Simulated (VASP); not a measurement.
Input of a VASP 6.6.1 run:

File INCAR:

```
SYSTEM = KCl
  ALGO = Normal
  EDIFF = 1E-8
  ENCUT = 520
  ISIF = 2
  ISMEAR = -1
  LASPH = .True.
  LCHARG = .False.
  LEFG = .True.
  LREAL = .False.
  LWAVE = .False.
  NBANDS = 15
  NELM = 100
  PREC = Accurate
  SIGMA = 0.03
```

KPOINTS

```
k-points
0
Gamma
  7 7 7
  0 0 0
```

The input POSCAR:

```
KCl
1.0
    0.0000000000      3.1561000000      3.0614170000
    3.1561000000      0.0000000000      3.0614170000
    3.1561000000      3.1561000000      0.0000000000
K Cl
1 1
Direct
    0.0000000000      0.0000000000      0.0000000000
    0.5000000000      0.5000000000      0.5000000000
```

Potentials or basis: VASP PAW LDA potentials, release 64 (K_sv, Cl).

Run with:

```console
$ cat potpaw_LDA.64/K_sv/POTCAR potpaw_LDA.64/Cl/POTCAR > POTCAR
$ mpirun -np 1 vasp_std > vasp.out
```

(1) Estimate the pressure.

(2) What does it give for the band gap on the k mesh?

## Answers

(1) -1.5 GPa.

(2) 4.80 eV.

Caveat: the cell differs from its parent crystal (zz strain of -3 %); without QUAD_EFG the Cq values of the log hold for a quadrupole moment of 1 mb, not for the nuclei.
